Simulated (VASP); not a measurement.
**C: single point with PBEsol**

Slab: C, a slab with vacuum.

```
CELL_PARAMETERS angstrom
2.45892 0.00000 0.00000
0.00000 11.22486 0.00000
0.00000 0.00000 26.97014
ATOMIC_POSITIONS crystal
C 0.50000 0.90377 0.30069
C 0.50000 0.01010 0.32933
C 0.00000 0.05731 0.34769
C 0.50000 0.79930 0.33049
C 0.00000 0.75327 0.34936
C 0.00000 0.12672 0.39194
C 0.50000 0.15166 0.41626
C 0.00000 0.68662 0.39434
C 0.50000 0.66321 0.41892
C 0.50000 0.18046 0.46759
C 0.00000 0.18441 0.49393
C 0.50000 0.63758 0.47054
C 0.00000 0.63525 0.49691
C 0.00000 0.17102 0.54633
C 0.50000 0.15467 0.57179
C 0.00000 0.65185 0.54916
C 0.50000 0.66975 0.57443
C 0.50000 0.10316 0.61993
C 0.00000 0.07105 0.64249
C 0.50000 0.72420 0.62201
C 0.00000 0.75770 0.64422
C 0.00000 0.99411 0.68461
C 0.50000 0.91610 0.69818
C 0.00000 0.83730 0.68548
```

- Program: VASP 6.6.1
- Task: single point
- Functional: PBEsol
- Potentials or basis: VASP PAW PBE potentials, release 64 (C)
- Cutoff: 520 eV
- k mesh: 14 × 3 × 1
- Occupations: gaussian, width 0.1 eV
- Spin: no spin polarisation
- Dipole correction: yes
- Further INCAR settings: LREAL = Auto; ALGO = Normal; EDIFF = 1e-07; NBANDS = 66

* Largest force: 0.072 eV/Å
* Band gap on the k mesh: zero (band 48 reaches -1.45 eV, above the bottom of band 49 at -2.80 eV)

Forces on the atoms (eV/Å):
```
C    0.000 -0.002 -0.072
C    0.000  0.016 -0.007
C    0.000  0.006 -0.007
C    0.000 -0.010 -0.018
C    0.000 -0.001 -0.011
C    0.000  0.003 -0.006
C    0.000 -0.002 -0.010
C    0.000 -0.015 -0.003
C    0.000 -0.012  0.006
C    0.000  0.017 -0.006
C    0.000  0.011  0.002
C    0.000 -0.015  0.002
C    0.000 -0.005  0.005
C    0.000  0.014  0.007
C    0.000  0.011  0.001
C    0.000 -0.014 -0.006
C    0.000  0.006  0.006
C    0.000 -0.002  0.006
C    0.000  0.011  0.000
C    0.000 -0.006  0.012
C    0.000 -0.014  0.002
C    0.000  0.016  0.030
C    0.000  0.001  0.035
C    0.000 -0.014  0.031
```

Levels at points of the mesh, in eV from the Fermi level:
```tsv
k point	band 44	band 45	band 46	band 47	band 48	band 49	band 50	band 51	band 52	band 53
(0.00, 0.00, 0.00)	-3.42	-3.21	-2.92	-1.08	0.66	1.70	2.22	2.83	2.90	2.98
(0.50, 0.00, 0.00)	-2.59	-2.42	-2.32	-1.69	-1.34	-0.70	0.56	1.00	1.53	1.76
```

It took 28 min on 1 thread of Intel(R) Xeon(R) Platinum 8259CL CPU @ 2.50GHz (Skylake/Cascade Lake) (shared host), peak memory 0.89 GiB.

Caveat: the PAW data sets were made with another functional, which shifts forces and pressure a little.
